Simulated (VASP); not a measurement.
The system is MgB2.

```
Mg B
1.0
     3.06429    0.00000    0.00000
    -1.53215    2.65376    0.00000
     0.00000    0.00000    3.49935
Mg B
1 2
Direct
  0.00000 0.00000 0.00000
  0.66667 0.33333 0.50000
  0.33333 0.66667 0.50000
```

Base run:

- Program: VASP 6.6.1
- Functional: r2SCAN
- Potentials or basis: VASP PAW PBE potentials, release 64 (Mg, B)
- Cutoff: 520 eV
- k mesh: 10 × 10 × 8
- Occupations: fermi-dirac, width 0.05 eV
- Spin: no spin polarisation

Its results: band gap on the k mesh zero (band 4 reaches 6.61 eV, above the bottom of band 5 at 4.02 eV); pressure 0.6 GPa.

**Question.** After a change of settings the same cell gave: band gap on the k mesh zero (band 4 reaches 6.54 eV, above the bottom of band 5 at 4.05 eV); pressure 2.0 GPa. Which change was it?
A. functional from r2SCAN to PBEsol; dispersion from none to D3(BJ)
B. potentials or basis from VASP PAW PBE potentials, release 64 (Mg, B) to VASP PAW PBE potentials, release 64 (Mg_sv, B); cutoff from 520 eV to 660 eV; further incar settings from ALGO = Normal; EDIFF = 1e-06; NBANDS = 11 to ALGO = Normal; EDIFF = 1e-06; NBANDS = 15; valence electrons from 8 to 16
C. functional from r2SCAN to revPBE
D. functional from r2SCAN to PBE

**Answer.** D.

Caveats: the PAW data sets were made with another functional, which shifts forces and pressure a little (some runs).
